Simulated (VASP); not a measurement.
Input of a VASP 6.6.1 run:

Contents of INCAR:

```
SYSTEM = RbBa3
  PREC = Accurate
  ENCUT = 520
  EDIFF = 1E-6
  ISMEAR = 0
  SIGMA = 0.1
  LREAL = .False.
  LASPH = .True.
  NELM = 80
  ALGO = Fast
  ISIF = 2
  LWAVE = .False.
  LCHARG = .True.
  GGA = PS
  LELF = .True.
  LVHAR = .True.
  NBANDS = 28
```

KPOINTS

```
Automatic mesh
0
Gamma
  6 6 6
  0 0 0
```

Contents of POSCAR:

```
RbBa3
1.0
    6.6843918977      0.0000000000      0.0000000000
    0.0000000000      6.6843918977      0.0000000000
    0.0000000000      0.0000000000      6.6843918977
Rb Ba
1 3
Direct
    0.0000000000      0.0000000000      0.0000000000
    0.0000000000      0.5000000000      0.5000000000
    0.5000000000      0.0000000000      0.5000000000
    0.5000000000      0.5000000000      0.0000000000
```

Potentials or basis: VASP PAW PBE potentials, release 64 (Rb_sv, Ba_sv).

Run with:

```sh
$ cat potpaw_PBE.64/Rb_sv/POTCAR potpaw_PBE.64/Ba_sv/POTCAR > POTCAR
$ mpirun -np 1 vasp_std > vasp.out
```

(1) What does it give for the pressure?

Results:

(1) -0.8 GPa.

Caveat: the cell differs from its parent crystal (Na replaced by Rb, lengths x 1.040, strained); the PAW data sets were made with another functional, which shifts forces and pressure a little.
